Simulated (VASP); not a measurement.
# LaHg in VASP: notebook, part 3 of 3

VASP 6.6.1. The steps go on from the part before.

## 6. Electric field gradients, LDA (equal xy, yz and zx shear strains of +1 %)

INCAR

```
SYSTEM = LaHg
PREC = Accurate ; ENCUT = 520
EDIFF = 1E-8 ; ISMEAR = -1
SIGMA = 0.08 ; LREAL = .FALSE.
LASPH = .TRUE. ; NELM = 80
ALGO = Normal ; ISIF = 2
LWAVE = .FALSE. ; LCHARG = .FALSE.
GGA = CA ; LEFG = .TRUE.
NBANDS = 18
```

KPOINTS

```
regular mesh
0
G
  11 11 11
  0 0 0
```

POSCAR

```
LaHg
1.0
    3.8370000000      0.0191850000      0.0191850000
    0.0191850000      3.8370000000      0.0191850000
    0.0191850000      0.0191850000      3.8370000000
La Hg
1 1
Direct
    0.5000000000      0.5000000000      0.5000000000
    0.0000000000      0.0000000000      0.0000000000
```

Potentials or basis: VASP PAW LDA potentials, release 64 (La, Hg).

Started as:

```bash
> cat potpaw_LDA.64/La/POTCAR potpaw_LDA.64/Hg/POTCAR > POTCAR
> mpirun -np 1 vasp_std > vasp.out
```

OUTCAR:

```text
SYSTEM = LaHg
   PREC = Accurate
   ENCUT = 520
   EDIFF = 1E-8
   ISMEAR = -1
   LREAL = .FALSE.
   LASPH = .TRUE.
   NELM = 80
   ISIF = 2
   GGA = CA

 ion  position               nearest neighbor table
   1  0.500  0.500  0.500-   2 3.31   2 3.31   2 3.31   2 3.31   2 3.31   2 3.31   2 3.36   2 3.36

   2  0.000  0.000  0.000-   1 3.31   1 3.31   1 3.31   1 3.31   1 3.31   1 3.31   1 3.36   1 3.36

  LATTYP: Found a trigonal (rhomboedric) cell.
 ALAT       =     3.8370959238
 COS(alpha) =     0.0100244988

  Lattice vectors:

 A1 = (   3.8370000000,   0.0191850000,   0.0191850000)
 A2 = (   0.0191850000,   3.8370000000,   0.0191850000)
 A3 = (   0.0191850000,   0.0191850000,   3.8370000000)

Analysis of symmetry for initial positions (statically):
[... 698 lines left out ...]
  energy-cutoff  :      520.00
  volume of cell :       56.49
      direct lattice vectors                 reciprocal lattice vectors
     3.837000000  0.019185000  0.019185000     0.260633243 -0.001296683 -0.001296683
     0.019185000  3.837000000  0.019185000    -0.001296683  0.260633243 -0.001296683
     0.019185000  0.019185000  3.837000000    -0.001296683 -0.001296683  0.260633243

 POSITION                                       TOTAL-FORCE (eV/Angst)
 -----------------------------------------------------------------------------------
      1.93768      1.93768      1.93769        -0.000000     -0.000000      0.000000
      0.00000      0.00000      0.00000         0.000000      0.000000      0.000000
 -----------------------------------------------------------------------------------
    total drift:                                0.000000     -0.000000     -0.000000

  FREE ENERGIE OF THE ION-ELECTRON SYSTEM (eV)
  ---------------------------------------------------
  free  energy   TOTEN  =        -7.6888539516 eV

  energy  without entropy=       -7.6311142208  energy(sigma->0) =       -7.65998409

 Electric field gradients (V/A^2)
---------------------------------------------------------------------
 ion       V_xx      V_yy      V_zz      V_xy      V_xz      V_yz
---------------------------------------------------------------------
   1      -0.000    -0.000     0.000     1.613     1.613     1.613
   2      -0.000     0.000    -0.000    -4.440    -4.440    -4.440
---------------------------------------------------------------------

 Electric field gradients after diagonalization (V/A^2)
 (convention: |V_zz| > |V_xx| > |V_yy|)
----------------------------------------------------------------------
 ion       V_xx      V_yy      V_zz     asymmetry (V_yy - V_xx)/ V_zz
----------------------------------------------------------------------
   1      -1.613    -1.613     3.227       0.000
   2       4.440     4.440    -8.880       0.000
----------------------------------------------------------------------

           NMR quadrupolar parameters

 Cq : quadrupolar parameter    Cq=e*Q*V_zz/h
 eta: asymmetry parameters     (V_yy - V_xx)/ V_zz
 Q  : nuclear electric quadrupole moment in mb (millibarn)
----------------------------------------------------------------------
 ion       Cq(MHz)       eta       Q (mb)
----------------------------------------------------------------------
   1       0.008       0.000       1.000
   2      -0.021       0.000       1.000
----------------------------------------------------------------------
```

It took 1.8 min on 1 thread of Intel Xeon Platinum 8488C (Sapphire Rapids), shared host; peak memory 0.31 GiB.

Results:

```yaml
Free_energy: -7.6889 eV
Pressure: -1.7 GPa
Band_gap_on_the_k_mesh: zero (an odd number of electrons rules out a gap without spin polarisation)
Largest_electric_field_gradient_by_atom: La +3.2; Hg -8.9 V/Å²
```

Levels at points of the mesh, in eV from the Fermi level:
| k point | band 7 | band 8 | band 9 | band 10 | band 11 | band 12 | band 13 | band 14 | band 15 | band 16 |
| --- | --- | --- | --- | --- | --- | --- | --- | --- | --- | --- |
| (0.00, 0.00, 0.00) | -7.23 | -7.23 | -7.20 | -7.10 | -0.05 | -0.05 | 1.36 | 1.38 | 1.38 | 1.48 |

Electric field gradients, principal values (V/Å²):
| atom | least | middle | greatest (by size) |
| --- | --- | --- | --- |
| 1 La | -1.613 | -1.613 | 3.227 |
| 2 Hg | 4.440 | 4.440 | -8.880 |

Caveat: the cell differs from its parent crystal (equal xy, yz and zx shear strains of +1 %); without QUAD_EFG the Cq values of the log hold for a quadrupole moment of 1 mb, not for the nuclei; spin-orbit coupling is left out, which moves the levels of the heavy elements.

## 7. The runs side by side

| cell | gap on the mesh (eV) | pressure (GPa) |
| --- | --- | --- |
| a = 3.837, b = 3.837, c = 3.799 Å, 2 atoms | none | -1.2 |
| a = 3.837 Å, angles 91.1°, 2 atoms | none | -1.7 |
| a = 3.837 Å, angles 90.6°, 2 atoms | none | -1.7 |
| a = 3.837 Å, angles 89.4°, 2 atoms | none | -1.7 |

Alike in all rows: task electric field gradients; level LDA; potentials or basis VASP PAW LDA potentials, release 64 (La, Hg); no spin polarisation; k mesh 11 × 11 × 11; cutoff (eV) 520; smearing fermi-dirac 0.08 eV.

Caveats: spin-orbit coupling is left out, which moves the levels of the heavy elements.

Total energies depend on the potentials used, so only differences within one code and one set of settings carry meaning.
